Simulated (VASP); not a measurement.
Here is a VASP 6.6.1 calculation.

INCAR

```
  PREC = Accurate
  ENCUT = 520
  EDIFF = 1E-7
  ISMEAR = 0
  SIGMA = 0.15
  LREAL = False
  LASPH = True
  NELM = 100
  ALGO = Normal
  ISIF = 2
  LWAVE = False
  LCHARG = False
  GGA = PS
  NBANDS = 38
```

Contents of KPOINTS:

```
regular mesh
0
Gamma
  9 9 6
```

Contents of POSCAR:

```
TaSi2
1.0
    4.7613605622      0.0000000000      0.0000000000
   -2.3806802811      4.1234592035      0.0000000000
    0.0000000000      0.0000000000      6.5581204410
Ta Si
3 6
Direct
    0.2752743179      0.0000000000     -0.0652626014
    0.5000000000      0.5000000000      0.6666666667
    0.0000000000      0.5000000000      0.3333333333
    0.1592624125      0.3185248251      0.0000000000
    0.8407375875      0.1592624125      0.6666666667
    0.6814751749      0.8407375875      0.3333333333
    0.8407375875      0.6814751749      0.0000000000
    0.1592624125      0.8407375875      0.6666666667
    0.3185248251      0.1592624125      0.3333333333
```

Potentials or basis: VASP PAW PBE potentials, release 64 (Ta_pv, Si).

The run is started by

```console
$ cat potpaw_PBE.64/Ta_pv/POTCAR potpaw_PBE.64/Si/POTCAR > POTCAR
$ mpirun -np 1 vasp_std > vasp.out
```

Q: What does it give for the largest force?

A: 28.641 eV/Å.

Q: What does it give for the band gap on the k mesh?

A: Zero (an odd number of electrons rules out a gap without spin polarisation).

Q: Predict the pressure.

A: 42.0 GPa.

Forces on the atoms (eV/Å):
```
Ta   26.662   5.435   8.940
Ta   -0.692   1.098  -1.556
Ta   -0.734   0.396   0.731
Si  -11.575  11.407   4.640
Si   -0.807  -0.257   0.278
Si   -0.881  -0.027  -0.347
Si  -11.658 -11.647   4.183
Si   -0.775  -6.503 -16.608
Si    0.459   0.098  -0.262
```

Caveat: the cell differs from its parent crystal (atom 1 (Ta) moved by -1.070 Å along [1 0 0] and -0.428 Å along [0 0 1]); the cell stands under pressure; the PAW data sets were made with another functional, which shifts forces and pressure a little; spin-orbit coupling is left out, which moves the levels of the heavy elements.
